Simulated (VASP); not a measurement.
A run of VASP 6.6.1 is set up as follows.

The input POSCAR:

```
BaF2
1.0
    0.0000000000      3.1228235554      3.1228235554
    3.1228235554      0.0000000000      3.1228235554
    3.1228235554      3.1228235554      0.0000000000
Ba F
1 2
Direct
    0.0000000000      0.0000000000      0.0000000000
    0.2500000000      0.2500000000      0.2500000000
    0.7500000000      0.7500000000      0.7500000000
```

INCAR.step1

```
SYSTEM = BaF2
PREC     = Accurate       ! precision mode
ENCUT    = 500            ! plane-wave cutoff, eV
EDIFF    = 1E-8           ! SCF threshold, eV
ISMEAR   = 0              ! smearing method
SIGMA    = 0.01           ! smearing width, eV
LREAL    = .FALSE.        ! projectors in reciprocal space
LASPH    = .TRUE.         ! aspherical terms in the spheres
NELM     = 100            ! most SCF steps
ALGO     = Normal         ! electronic algorithm
LWAVE    = .TRUE.         ! write WAVECAR
LCHARG   = .FALSE.        ! write CHGCAR
GGA      = PE             ! functional
```

File INCAR.step2:

```
SYSTEM = BaF2
PREC     = Accurate       ! precision mode
ENCUT    = 500            ! plane-wave cutoff, eV
EDIFF    = 1E-8           ! SCF threshold, eV
ISMEAR   = 0              ! smearing method
SIGMA    = 0.01           ! smearing width, eV
LREAL    = .FALSE.        ! projectors in reciprocal space
LASPH    = .TRUE.         ! aspherical terms in the spheres
NELM     = 1              ! most SCF steps
ALGO     = Exact          ! electronic algorithm
LWAVE    = .TRUE.         ! write WAVECAR
LCHARG   = .FALSE.        ! write CHGCAR
GGA      = PE             ! functional
NBANDS   = 266            ! bands
LOPTICS  = .TRUE.         ! frequency-dependent dielectric function
ISTART   = 1
```

File INCAR.step3:

```
SYSTEM = BaF2
PREC     = Accurate       ! precision mode
ENCUT    = 500            ! plane-wave cutoff, eV
EDIFF    = 1E-8           ! SCF threshold, eV
ISMEAR   = 0              ! smearing method
SIGMA    = 0.01           ! smearing width, eV
LREAL    = .FALSE.        ! projectors in reciprocal space
LASPH    = .TRUE.         ! aspherical terms in the spheres
ALGO     = EVGW0          ! electronic algorithm
LWAVE    = .FALSE.        ! write WAVECAR
LCHARG   = .FALSE.        ! write CHGCAR
GGA      = PE             ! functional
NELMGW   = 1            
NBANDS   = 266            ! bands
ENCUTGW  = 150.0          ! cutoff of the response function
NOMEGA   = 48             ! frequency points
PRECFOCK = Fast         
ISTART   = 1            
NBANDSGW = 20
```

KPOINTS

```
regular mesh
0
G
  4 4 4
  0 0 0
```

Potentials or basis: VASP PAW PBE potentials, release 64 (Ba_sv_GW, F_GW).

Command:

```sh
$ cat potpaw_PBE.64/Ba_sv_GW/POTCAR potpaw_PBE.64/F_GW/POTCAR > POTCAR
$ cp INCAR.step1 INCAR
$ mpirun -np 1 vasp_std > vasp.out
$ cp INCAR.step2 INCAR
$ mpirun -np 1 vasp_std > vasp.out
$ cp INCAR.step3 INCAR
$ mpirun -np 1 vasp_std > vasp.out
```

(1) What does it give for the quasiparticle gap?

(2) Predict the least direct quasiparticle gap.

(3) Predict the band gap on the k mesh, mean-field level.

## Answers

(1) 9.43 eV.

(2) 9.53 eV.

(3) 6.73 eV, indirect (least direct gap 6.81 eV).

Caveat: the k points lie up to 0.44 Å⁻¹ apart; bands, screening cutoff and mesh are small and nothing is extrapolated, so the quasiparticle values aren't converged; spin-orbit coupling is left out, which moves the levels of the heavy elements.
